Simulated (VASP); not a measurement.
Input of a VASP 6.6.1 run:

The input INCAR:

```
SYSTEM = Ge7Au
PREC = Accurate
ENCUT = 520
EDIFF = 1E-7
ISMEAR = 0
SIGMA = 0.2
LREAL = .FALSE.
LASPH = .TRUE.
NELM = 60
ALGO = Normal
ISIF = 2
LWAVE = .FALSE.
LCHARG = .FALSE.
GGA = PE
NBANDS = 64
```

The input KPOINTS:

```
Automatic mesh
0
G
  4 4 4
  0 0 0
```

POSCAR

```
Ge7Au
1.0
    5.7979506000      0.0000000000      0.0000000000
    0.0000000000      5.7979506000      0.0000000000
    0.0000000000      0.0000000000      5.7979506000
Ge Au
7 1
Direct
    0.2510170000      0.2510170000      0.2510170000
    0.0000000000      0.5000000000      0.5000000000
    0.5000000000      0.5000000000      0.0000000000
    0.5000000000      0.0000000000      0.5000000000
    0.7489830000      0.2510170000      0.7489830000
    0.7489830000      0.7489830000      0.2510170000
    0.2510170000      0.7489830000      0.7489830000
    0.0000000000      0.0000000000      0.0000000000
```

Potentials or basis: VASP PAW PBE potentials, release 64 (Ge_d, Au).

Launch:

```sh
$ cat potpaw_PBE.64/Ge_d/POTCAR potpaw_PBE.64/Au/POTCAR > POTCAR
$ mpirun -np 1 vasp_std > vasp.out
```

Problem. Estimate the pressure.

Solution. 0.0 GPa.

Problem. Predict the band gap on the k mesh.

Solution. Zero (an odd number of electrons rules out a gap without spin polarisation).

Problem. Predict the largest force.

Solution. 0.009 eV/Å.

Forces in eV/Å, atoms in the order of the input:
```
Ge   0.005  0.005  0.005
Ge   0.000  0.000  0.000
Ge   0.000  0.000  0.000
Ge   0.000  0.000  0.000
Ge  -0.005  0.005 -0.005
Ge  -0.005 -0.005  0.005
Ge   0.005 -0.005 -0.005
Au   0.000  0.000  0.000
```

Caveat: spin-orbit coupling is left out, which moves the levels of the heavy elements.
